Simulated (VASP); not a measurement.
Here is a VASP 6.6.1 calculation.

INCAR

```
  PREC = Accurate
  ENCUT = 500
  EDIFF = 1E-6
  ISMEAR = 0
  SIGMA = 0.01
  LREAL = False
  LASPH = True
  NELM = 120
  ALGO = Normal
  ISIF = 2
  LWAVE = False
  LCHARG = False
  GGA = PE
  NBANDS = 11
  GGA_COMPAT = False
```

The input KPOINTS:

```
Automatic mesh
0
Gamma
  4 4 4
```

POSCAR

```
Si
1.0
    3.8375530000      0.0000000000      0.0000000000
    1.9187765000      3.3234183864      0.0000000000
    1.9187765000      1.1078061288      3.1333489036
Si
2
Direct
    0.7500000000      0.7500000000      0.7500000000
    0.5000000000      0.5000000000      0.5000000000
```

Potentials or basis: VASP PAW PBE potentials, release 64 (Si).

Launch:

```sh
$ cat potpaw_PBE.64/Si/POTCAR > POTCAR
$ mpirun -np 1 vasp_std > vasp.out
```

What does it give for the pressure?

2.8 GPa.

What does it give for the band gap on the k mesh?

0.69 eV (least direct gap 2.55 eV).

Caveat: the k points lie up to 0.50 Å⁻¹ apart. As with any semilocal functional, this PBE gap is likely too small.
